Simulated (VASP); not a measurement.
A run of VASP 6.6.1 is set up as follows.

The input INCAR:

```
SYSTEM = Ti
  PREC = Accurate
  ENCUT = 520
  EDIFF = 1E-6
  ISMEAR = -1
  SIGMA = 0.05
  LREAL = .FALSE.
  LASPH = .TRUE.
  NELM = 80
  ALGO = Normal
  ISIF = 2
  LWAVE = .FALSE.
  LCHARG = .FALSE.
  GGA = PS
  NBANDS = 12
```

File KPOINTS:

```
Automatic mesh
0
G
  7 7 7
  0 0 0
```

File POSCAR:

```
Ti
1.0
   -1.6118303942      1.6118303942      1.6118303942
    1.6118303942     -1.6118303942      1.6118303942
    1.6118303942      1.6118303942     -1.6118303942
Ti
1
Direct
    0.0000000000      0.0000000000      0.0000000000
```

Potentials or basis: VASP PAW PBE potentials, release 64 (Ti_sv).

Command:

```sh
$ cat potpaw_PBE.64/Ti_sv/POTCAR > POTCAR
$ mpirun -np 1 vasp_std > vasp.out
```

(1) Predict the band gap on the k mesh.

(2) Estimate the pressure.

Answers

(1) zero (band 6 reaches 9.31 eV, above the bottom of band 7 at 7.81 eV).

(2) -0.2 GPa.

Caveat: the k points lie up to 0.39 Å⁻¹ apart; the PAW data sets were made with another functional, which shifts forces and pressure a little.
